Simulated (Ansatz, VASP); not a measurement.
Two plane-wave programs on Al7Sn

```
Al Sn
1.0
     0.00000    4.16781    4.16781
     4.16781    0.00000    4.16781
     4.16781    4.16781    0.00000
Al Sn
7 1
Direct
  0.00000 0.00000 0.50000
  0.00000 0.50000 0.00000
  0.00000 0.50000 0.50000
  0.50000 0.00000 0.00000
  0.50000 0.00000 0.50000
  0.50000 0.50000 0.00000
  0.50000 0.50000 0.50000
  0.00000 0.00000 0.00000
```

Alike in both runs: functional PBE; k mesh 8 × 8 × 8; occupations gaussian, width 0.1 eV; no spin polarisation.

Ansatz relaxed the structure, and its values are those at the end. VASP's run is a single point on that final structure, the one shown.

|  | VASP | Ansatz |
| --- | --- | --- |
| version | VASP 6.6.1 | Ansatz 0.2.0 |
| potentials or method | VASP PAW PBE potentials, release 64 (Al, Sn_d), cutoff 520 eV | scalar-relativistic, plane waves, PAW |
| valence electrons in the cell | 35 | 35 |

|  | VASP | Ansatz | Ansatz less VASP |
| --- | --- | --- | --- |
| gap on the k mesh at the Fermi level (eV) | none | none | - |
| pressure (GPa) | 0.0 | 0.0 | +0.03 |

A gap of «none» marks a metal or a gap that the smearing closes. The functional is the same, so the differences come from potentials, cutoffs and numerics.
